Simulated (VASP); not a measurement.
Set up this calculation in VASP 6.6.1, as the native input.

```
Task                   : single point
Functional             : LDA
Potentials or basis    : VASP PAW LDA potentials, release 64 (Ir)
Cutoff                 : 520 eV
k mesh                 : 8 × 8 × 8
Occupations            : gaussian, width 0.15 eV
Spin                   : no spin polarisation
Dipole correction      : no
Further INCAR settings : ALGO = Normal; EDIFF = 1e-06; NBANDS = 10
```

The structure of Ir lies in POSCAR:

```
Ir
1.0
    0.0000000000      1.9197000000      1.9484955000
    1.9197000000      0.0000000000      1.9484955000
    1.9197000000      1.9197000000      0.0000000000
Ir
1
Direct
    0.0000000000      0.0000000000      0.0000000000
```

This cell differs from its parent crystal: strain +0.0150 x Voigt [0, 0, 1, 0, 0, 0].

The input as run:

INCAR

```
PREC     = Accurate       # precision mode
ENCUT    = 520            # plane-wave cutoff, eV
EDIFF    = 1E-6           # SCF threshold, eV
ISMEAR   = 0              # smearing method
SIGMA    = 0.15           # smearing width, eV
LREAL    = F              # projectors in reciprocal space
LASPH    = T              # aspherical terms in the spheres
NELM     = 100            # most SCF steps
ALGO     = Normal         # electronic algorithm
ISIF     = 2              # what is computed and relaxed
LWAVE    = F              # write WAVECAR
LCHARG   = F              # write CHGCAR
NBANDS   = 10             # bands
```

KPOINTS

```
Automatic mesh
0
Gamma
  8 8 8
```

Potentials or basis: VASP PAW LDA potentials, release 64 (Ir).

Command:

```sh
$ cat potpaw_LDA.64/Ir/POTCAR > POTCAR
$ mpirun -np 1 vasp_std > vasp.out
```

It gave:

The pressure is -10.0 GPa.

Caveat: the cell differs from its parent crystal (strain +0.0150 x Voigt [0, 0, 1, 0, 0, 0]).

Wall time 13 s on 1 thread of Intel Xeon 8259CL (shared host), peak memory 0.12 GiB.
